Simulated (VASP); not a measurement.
Set up this calculation in VASP 6.6.1, as the native input.

```yaml
Task: electric field gradients
Functional: PBE
Potentials_or_basis: VASP PAW PBE potentials, release 64 (Ag)
Cutoff: 520 eV
k_mesh: 14 × 14 × 4
Occupations: fermi-dirac, width 0.08 eV
Spin: no spin polarisation
Dipole_correction: no
Further_INCAR_settings: ALGO = Normal; EDIFF = 1e-08; NBANDS = 30
```

The structure of Ag lies in POSCAR:

```
Ag
1.0
    2.8861989086      0.0000000000      0.0000000000
   -1.4430994543      2.4995215753      0.0000000000
    0.0000000000      0.0000000000      9.7000000000
Ag
4
Direct
    0.3333333333      0.6666666667      0.2500000000
    0.6666666667      0.3333333333      0.7500000000
    0.0000000000      0.0000000000      0.0000000000
    0.0000000000      0.0000000000      0.5000000000
```

This isn't the form of Ag at room conditions, which is fcc.

This cell differs from its parent crystal: zz strain of -3 %.

One way to write it, as run:

INCAR

```
PREC = Accurate
ENCUT = 520
EDIFF = 1E-8
ISMEAR = -1
SIGMA = 0.08
LREAL = F
LASPH = T
NELM = 80
ALGO = Normal
ISIF = 2
LWAVE = F
LCHARG = F
GGA = PE
LEFG = T
NBANDS = 30
```

KPOINTS

```
regular mesh
0
Gamma
  14 14 4
```

Potentials or basis: VASP PAW PBE potentials, release 64 (Ag).

Command:

```console
$ cat potpaw_PBE.64/Ag/POTCAR > POTCAR
$ mpirun -np 1 vasp_std > vasp.out
```

It gave:

```
Pressure                                : 2.0 GPa
Band gap on the k mesh                  : zero (bands 22 and 23 overlap by 6.01 eV)
Largest electric field gradient by atom : Ag +8.1, +6.3 (each value once) V/Å²
```

Caveat: the cell differs from its parent crystal (zz strain of -3 %); without QUAD_EFG the Cq values of the log hold for a quadrupole moment of 1 mb, not for the nuclei.

Run time: 52 s on 1 thread of Intel(R) Xeon(R) 6975P-C (Granite Rapids), on a shared host, peak memory 0.26 GiB.
